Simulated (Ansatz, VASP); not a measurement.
One calculation of Cl, two programs

```
Cl
1.0
     2.17942    0.00000    0.00000
     0.00000    2.17942    0.00000
     0.00000    0.00000    2.17942
Cl
1
Direct
  0.00000 0.00000 0.00000
```

Change from the starting cell: volume scaled by 0.5, LAPW.

Alike in both runs: task single point; functional LDA; k mesh 15 × 15 × 15; occupations fermi-dirac, width 0.08 eV; no spin polarisation.

```csv
,VASP,Ansatz
version,VASP 6.6.1,Ansatz 0.2.0
potentials or method,"VASP PAW LDA potentials, release 64 (Cl), cutoff 520 eV","all-electron LAPW, scalar-relativistic"
```

```csv
,VASP,Ansatz,Ansatz less VASP
pressure (GPa),158.7,157.5,-1.17
```

LDA's correlation is that of Perdew and Zunger in VASP and of Perdew and Wang (1992) in Ansatz. Both programs put the cell under a high pressure, so it lies far from rest at this level. Ansatz ran all-electron here, and VASP with PAW potentials.

Noted on VASP's run: the cell as given lies far from equilibrium.
